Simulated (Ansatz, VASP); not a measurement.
# One calculation of Ti, two programs

POSCAR

```
Ti
1.0
   -1.6902300000      1.6902300000      1.6656150000
    1.6902300000     -1.6902300000      1.6656150000
    1.6902300000      1.6902300000     -1.6656150000
Ti
1
Direct
    0.0000000000      0.0000000000      0.0000000000
```

INCAR.step1

```
SYSTEM = Ti
  PREC = Accurate
  ENCUT = 520
  ISMEAR = 0
  SIGMA = 0.15
  LREAL = .False.
  LASPH = .True.
  NELM = 60
  NBANDS = 12
  GGA = PE
  ALGO = Normal
  EDIFF = 1E-4
  LWAVE = .True.
  LCHARG = .False.
```

INCAR.step2

```
SYSTEM = Ti
  PREC = Accurate
  ENCUT = 520
  EDIFF = 1E-7
  ISMEAR = 0
  SIGMA = 0.15
  LREAL = .False.
  LASPH = .True.
  NELM = 60
  ALGO = Normal
  ISIF = 2
  LWAVE = .False.
  LCHARG = .False.
  METAGGA = R2SCAN
  LMIXTAU = .True.
  NBANDS = 12
  ISTART = 1
```

The input KPOINTS:

```
regular mesh
0
Gamma
  20 20 20
  0 0 0
```

Input for Ansatz:

```yaml
crystal:
  lattice:
    - [-1.69023, 1.69023, 1.665615]
    - [1.69023, -1.69023, 1.665615]
    - [1.69023, 1.69023, -1.665615]
  atoms:
    - { symbol: Ti, position: [0.0, 0.0, 0.0] }
basis:
  ecutwfc: 500
kpoints:
  mp_grid: { grid: [20, 20, 20] }
hamiltonian:
  xc: r2scan
scf:
  occupations: { method: gaussian, width: 0.15 }
output:
  forces: true
  stress: true
  eigenvalues: true
```

Change from the starting cell: strain +0.030 along x and y, +0.015 along z, atoms carried along.

Alike in both runs: task single point; functional r2SCAN; k mesh 20 × 20 × 20; occupations gaussian, width 0.15 eV; no spin polarisation.

```csv
,VASP,Ansatz
version,VASP 6.6.1,Ansatz 0.2.0
potentials or method,"VASP PAW PBE potentials, release 64 (Ti_sv), cutoff 520 eV","scalar-relativistic, plane waves, PAW"
valence electrons in the cell,12,12
```

```csv
,VASP,Ansatz,Ansatz less VASP
gap on the k mesh at the Fermi level (eV),none,none,-
pressure (GPa),-9.1,-9.4,-0.32
"traceless stress, the component that is largest in VASP (GPa)",-0.45,-0.44,+0.005
```

VASP's potentials were made for PBE, not for r2SCAN. A gap of «none» marks a metal or a gap that the smearing closes.
